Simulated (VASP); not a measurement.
# Cl2 in VASP: single point with PBE+D3(BJ)

Aim: the single point of Cl2 with PBE+D3(BJ).

Program: VASP 6.6.1. These are calculated values, not measurements. Logs are shortened: lines on timing, memory, paths and dates and some standing lists are left out, and cuts for length are marked.

## Step 1: The cell of the first run

The cell holds a molecule in a box, 2 atoms: a = 4.915 Å, b = 5.422 Å, c = 26.885 Å, α = 90.00°, β = 90.00°, γ = 90.00°.

## Step 2: Single point, PBE+D3(BJ)

INCAR

```
SYSTEM = Cl
PREC = Accurate
ENCUT = 400
EDIFF = 1E-6
ISMEAR = 0
SIGMA = 0.05
LREAL = .False.
LASPH = .True.
NELM = 120
ALGO = Normal
ISIF = 2
LWAVE = .False.
LCHARG = .True.
LDIPOL = .True.
IDIPOL = 3
DIPOL = 0.5 0.5 0.636
GGA = PE
IVDW = 12
LELF = .True.
LVHAR = .True.
LVACPOTAV = .True.
NBANDS = 14
GGA_COMPAT = .False.
NELMDL = -8
```

KPOINTS

```
regular mesh
0
Gamma
  3 3 1
  0 0 0
```

POSCAR

```
Cl
1.0
    4.9152816276      0.0000000000      0.0000000000
    0.0000000000      5.4220874070      0.0000000000
    0.0000000000      0.0000000000     26.8848519140
Cl
2
Direct
    0.3360912191      0.3025228806      0.6433957523
    0.7657252961     -0.2160427315      0.6279685747
```

Potentials or basis: VASP PAW PBE potentials, release 64 (Cl).

Run with:

```console
$ cat potpaw_PBE.64/Cl/POTCAR > POTCAR
$ mpirun -np 1 vasp_std > vasp.out
```

OUTCAR:

```text
SYSTEM = Cl
   PREC = Accurate
   ENCUT = 400
   EDIFF = 1E-6
   ISMEAR = 0
   LREAL = .False.
   LASPH = .True.
   NELM = 120
   ISIF = 2
   GGA = PE
   IVDW = 12
   NELMDL = -8
 IVDW          = 12

 ion  position               nearest neighbor table
   1  0.336  0.303  0.643-
   2  0.766  0.784  0.628-

  LATTYP: Found a simple orthorhombic cell.
 ALAT       =     4.9152816276
 B/A-ratio  =     1.1031081874
 C/A-ratio  =     5.4696462890

  Lattice vectors:

 A1 = (   4.9152816276,   0.0000000000,   0.0000000000)
 A2 = (   0.0000000000,   5.4220874070,   0.0000000000)
 A3 = (   0.0000000000,   0.0000000000,  26.8848519140)

Analysis of symmetry for initial positions (statically):
=====================================================================
 Subroutine PRICEL returns:
 Original cell was already a primitive cell.

 Routine SETGRP: Setting up the symmetry group for a
 simple orthorhombic supercell.

 Subroutine GETGRP returns: Found  2 space group operations
 (whereof  1 operations were pure point group operations)
 out of a pool of  8 trial point group operations.

The static configuration has the point symmetry C_1 .
 The point group associated with its full space group is S_2 .

Analysis of symmetry for dynamics (positions and initial velocities):
=====================================================================
 Subroutine PRICEL returns:
 Original cell was already a primitive cell.

 Routine SETGRP: Setting up the symmetry group for a
 simple orthorhombic supercell.

 Subroutine GETGRP returns: Found  2 space group operations
 (whereof  1 operations were pure point group operations)
 out of a pool of  8 trial point group operations.

The dynamic configuration has the point symmetry C_1 .
 The point group associated with its full space group is S_2 .

 Subroutine INISYM returns: Found  2 space group operations
 (whereof  1 operations are pure point group operations),
 and found     1 'primitive' translations

----------------------------------------------------------------------------------------

                                     Primitive cell

  volume of cell :     716.5105

  direct lattice vectors                    reciprocal lattice vectors
     4.915281628  0.000000000  0.000000000     0.203447142  0.000000000  0.000000000
     0.000000000  5.422087407  0.000000000     0.000000000  0.184430815  0.000000000
     0.000000000  0.000000000 26.884851914     0.000000000  0.000000000  0.037195667

  length of vectors
     4.915281628  5.422087407 26.884851914     0.203447142  0.184430815  0.037195667

  position of ions in fractional coordinates (direct lattice)
     0.336091219  0.302522881  0.643395752
     0.765725296  0.783957268  0.627968575

  ion indices of the primitive-cell ions
   primitive index   ion index
                 1           1
                 2           2

----------------------------------------------------------------------------------------

 KPOINTS: regular mesh

Automatic generation of k-mesh.
 Grid dimensions read from file:
 generate k-points for:    3    3    1

 Generating k-lattice:

  Cartesian coordinates                     Fractional coordinates (reciprocal lattice)
     0.067815714  0.000000000  0.000000000     0.333333333  0.000000000  0.000000000
     0.000000000  0.061476938  0.000000000     0.000000000  0.333333333  0.000000000
     0.000000000  0.000000000  0.037195667     0.000000000  0.000000000  1.000000000

  Length of vectors
     0.067815714  0.061476938  0.037195667

  Shift w.r.t. Gamma in fractional coordinates (k-lattice)
     0.000000000  0.000000000  0.000000000

 Subroutine IBZKPT returns following result:
 ===========================================

 Found      5 irreducible k-points:

 Following reciprocal coordinates:
            Coordinates               Weight
  0.000000  0.000000  0.000000      1.000000
  0.333333  0.000000  0.000000      2.000000
  0.000000  0.333333  0.000000      2.000000
  0.333333  0.333333  0.000000      2.000000
  0.333333 -0.333333  0.000000      2.000000
   k-points           NKPTS =      5   k-points in BZ     NKDIM =      5   number of bands    NBANDS=     14
   number of dos      NEDOS =    301   number of ions     NIONS =      2
   total plane-waves  NPLWV = 207360
   dimension x,y,z NGX =    32 NGY =   36 NGZ =  180
   dimension x,y,z NGXF=    64 NGYF=   72 NGZF=  360
   ions per type =               2
   NGX,Y,Z   is equivalent  to a cutoff of  10.82, 11.04, 11.13 a.u.
   NGXF,Y,Z  is equivalent  to a cutoff of  21.65, 22.08, 22.26 a.u.
 SYSTEM =  Cl
   PREC   = accura    normal or accurate (medium, high low for compatibility)
   ISTART =      0    job   : 0-new  1-cont  2-samecut
   ICHARG =      2    charge: 1-file 2-atom 10-const
   ISPIN  =      1    spin polarized calculation?
   LNONCOLLINEAR =      F non collinear calculations
   LSORBIT =      F    spin-orbit coupling
   LASPH  =      T    aspherical Exc in radial PAW
   ENCUT  =  400.0 eV  29.40 Ry    5.42 a.u.   8.02  8.84 43.84*2*pi/ulx,y,z
   NELM   =    120;   NELMIN=  2; NELMDL= -8     # of ELM steps
   EDIFF  = 0.1E-05   stopping-criterion for ELM
   LREAL  =      F    real-space projection
   EDIFFG = 0.1E-04   stopping-criterion for IOM
   NSW    =      0    number of steps for IOM
   IBRION =     -1    ionic relax: 0-MD 1-quasi-New 2-CG
   NFREE  =      0    steps in history (QN), initial steepest desc. (CG)
   ISIF   =      2    stress and relaxation
   ISYM   =      2    0-nonsym 1-usesym 2-fastsym
   POTIM  = 0.5000    time-step for ionic-motion
   TEBEG  =    0.0;   TEEND  =   0.0 temperature during run
   PSTRESS=    0.0 pullay stress
   NELECT =      14.0000    total number of electrons
   NUPDOWN=      -1.0000    fix difference up-down
   EMIN   =  10.00;   EMAX   =-10.00  energy-range for DOS
   EFERMI =   0.00;   METHOD = LEGACY
   ISMEAR =     0;   SIGMA  =   0.05  broadening in eV -4-tet -1-fermi 0-gaus
   EFERMI_NEDOS =   21; number of points for ismear=-14 and -15
   IALGO  =     38    algorithm
   IMIX   =      4    mixing-type and parameters
     AMIX     =   0.40;   BMIX     =  1.00
     AMIX_MAG =   1.60;   BMIX_MAG =  1.00
  volume/ion in A,a.u.               =     358.26      2417.63
  Fermi-wavevector in a.u.,A,eV,Ry     =   0.440937  0.833250  2.645320  0.194426
  Thomas-Fermi vector in A             =   1.415931
   LORBIT       =      0    0 simple, 1 ext, 2 COOP (PROOUT), +10 PAW based schemes
   GGA     = PE    functional components
   LHFCALC =     F    Hartree Fock is set to
   AEXX    =    0.0000 exact exchange contribution
   IVDW    =    12    specifies the selected vdW correction
   LEPSILON=     F    determine dielectric tensor
   LRPA    =     F    only Hartree local field effects (RPA)
 non-spin polarized calculation
 Gauss-broadening in eV      SIGMA  =   0.05
  energy-cutoff  :      400.00
  volume of cell :      716.51
 maximum number of plane-waves:     13040
   NGX = 17   NGY = 17   NGZ = 87

 dipolmoment           0.000000      0.000000      0.000009 electrons x Angstroem

 number of electron      14.0000000 magnetization

 dipolmoment           0.000000      0.000000     -0.000013 electrons x Angstroem

 Free energy of the ion-electron system (eV)
  ---------------------------------------------------
  ext. energy  EPLUGINS =         0.00000000
  ---------------------------------------------------
  free energy    TOTEN  =        -1.00501308 eV

  energy without entropy =       -0.97709289  energy(sigma->0) =       -0.99105298

 E-fermi :  -7.9681     XC(G=0):  -1.0851

 val. band max:       -7.9755632198   @ k =   0.0000   0.3333   0.0000
 cond. band min:      -7.9054063510   @ k =   0.0000   0.0000   0.0000
 fundamental gap:      0.0701568687
 Fermi energy:        -7.9681219945

 k-point     1 :       0.0000    0.0000    0.0000
  band No.  band energies     occupation
      1     -20.6248      2.00000
      2     -20.2919      2.00000
      3      -9.0125      2.00000
      4      -8.6936      2.00000
      5      -8.3791      2.00000
      6      -7.9779      1.21734
      7      -7.9054      0.07609
      8      -7.7836      0.00000
      9      -0.5835      0.00000
     10       0.3349      0.00000
     11       0.5605      0.00000
     12       1.0312      0.00000
     13       1.0824      0.00000
     14       1.9733      0.00000

 k-point     2 :       0.3333    0.0000    0.0000
  band No.  band energies     occupation
      1     -20.5663      2.00000
      2     -20.3442      2.00000
      3      -8.8472      2.00000
      4      -8.6254      2.00000
      5      -8.2982      2.00000
      6      -8.2378      2.00000
      7      -8.0144      1.80908
      8      -8.0033      1.68022
      9       0.2864      0.00000
     10       0.9169      0.00000
     11       1.2600      0.00000
     12       1.6713      0.00000
     13       1.8334      0.00000
     14       2.1390      0.00000

 k-point     3 :       0.0000    0.3333    0.0000
  band No.  band energies     occupation
      1     -20.5475      2.00000
      2     -20.3728      2.00000
      3      -8.8545      2.00000
      4      -8.6029      2.00000
      5      -8.2658      2.00000
      6      -8.1513      2.00000
      7      -8.0429      1.96553
      8      -7.9756      1.16670
      9       0.1298      0.00000
     10       0.8219      0.00000
     11       1.1350      0.00000
     12       1.5611      0.00000
     13       1.6688      0.00000
     14       1.6997      0.00000

 k-point     4 :       0.3333    0.3333    0.0000
  band No.  band energies     occupation
      1     -20.5122      2.00000
      2     -20.3968      2.00000
      3      -9.0253      2.00000
      4      -8.9002      2.00000
      5      -8.2441      2.00000
      6      -8.0919      1.99954
      7      -7.9777      1.21387
      8      -7.7495      0.00000
      9       0.8547      0.00000
     10       1.3443      0.00000
     11       1.8281      0.00000
     12       2.1817      0.00000
     13       2.2606      0.00000
     14       2.3861      0.00000

 k-point     5 :       0.3333   -0.3333    0.0000
  band No.  band energies     occupation
      1     -20.5141      2.00000
      2     -20.3948      2.00000
      3      -9.1104      2.00000
      4      -8.8019      2.00000
      5      -8.2492      2.00000
      6      -8.0892      1.99939
      7      -7.9930      1.51897
      8      -7.7415      0.00000
      9       0.8630      0.00000
     10       1.3381      0.00000
     11       1.8282      0.00000
     12       2.1740      0.00000
     13       2.2689      0.00000
     14       2.3613      0.00000

------------------------ aborting loop because EDIFF is reached ----------------------------------------

 Edisp (eV)   -0.08327

 E8    (eV) :    -0.0299

  FORCE on cell =-STRESS in cart. coord.  units (eV):
  Direction    XX          YY          ZZ          XY          YZ          ZX
  --------------------------------------------------------------------------------------
  -------------------------------------------------------------------------------------
  Total      -2.16464    -2.88887    -0.09066    -0.18130     0.05748     0.11432
  in kB      -4.84032    -6.45976    -0.20272    -0.40540     0.12852     0.25563
  external pressure =       -3.83 kB  Pullay stress =        0.00 kB

 VOLUME and BASIS-vectors are now :
 -----------------------------------------------------------------------------
  energy-cutoff  :      400.00
  volume of cell :      716.51
      direct lattice vectors                 reciprocal lattice vectors
     4.915281628  0.000000000  0.000000000     0.203447142  0.000000000  0.000000000
     0.000000000  5.422087407  0.000000000     0.000000000  0.184430815  0.000000000
     0.000000000  0.000000000 26.884851914     0.000000000  0.000000000  0.037195667

 POSITION                                       TOTAL-FORCE (eV/Angst)
 -----------------------------------------------------------------------------------
      1.65198      1.64031     17.29760         0.275042      0.138486     -0.169067
      3.76376      4.25068     16.88284        -0.275042     -0.138486      0.169067
 -----------------------------------------------------------------------------------
    total drift:                               -0.000001     -0.000004     -0.000048

  FREE ENERGIE OF THE ION-ELECTRON SYSTEM (eV)
  ---------------------------------------------------
  free  energy   TOTEN  =        -1.0882866835 eV

  energy  without entropy=       -1.0603664899  energy(sigma->0) =       -1.07432659

 vacuum level on the upper side and lower side of the slab         0.549         0.549
```

Wall time 1.9 min (1 thread of Intel Xeon 8259CL, shared host); peak memory 0.49 GiB.

What came out:

```yaml
Free_energy: -1.0883 eV
Largest_force: 0.351 eV/Å
Gap_between_the_frontier_levels: zero (band 7 reaches -7.91 eV, above the bottom of band 8 at -8.00 eV)
Dispersion_energy_per_atom: -0.042 eV
```

Forces in eV/Å, atoms in the order of the input:
```
Cl   0.275  0.138 -0.169
Cl  -0.275 -0.138  0.169
```

Caveat: the k points lie up to 0.43 Å⁻¹ apart.
